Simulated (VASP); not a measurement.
Pd: single point with PBE

Crystal: Pd.

```xyz
1
Lattice="0.0000 1.9449 1.9449 1.9449 0.0000 1.9449 1.9449 1.9449 0.0000" Properties=species:S:1:pos:R:3 pbc="T T T"
Pd    0.0000    0.0000    0.0000
```

* Program: VASP 6.6.1
* Task: single point
* Functional: PBE
* Potentials or basis: VASP PAW PBE potentials, release 64 (Pd)
* Cutoff: 520 eV
* k mesh: 18 × 18 × 18
* Occupations: fermi-dirac, width 0.05 eV
* Spin: non-collinear spin, zero start, spin-orbit coupling
* Starting moments: [[0.0, 0.0, 0.0]] μB

```json
{
 "Pressure": "7.5 GPa",
 "Net moment": "0.00 μB per cell",
 "Valence electrons inside the program's atomic spheres": "Pd 9.45"
}
```

Moments on the atoms (μB; x, y, z):
```
Pd  0.00 0.00 0.00
```

Wall time 56 s on 1 thread of Intel(R) Xeon(R) Platinum 8488C (Sapphire Rapids), with other jobs on the host, peak memory 0.21 GiB.
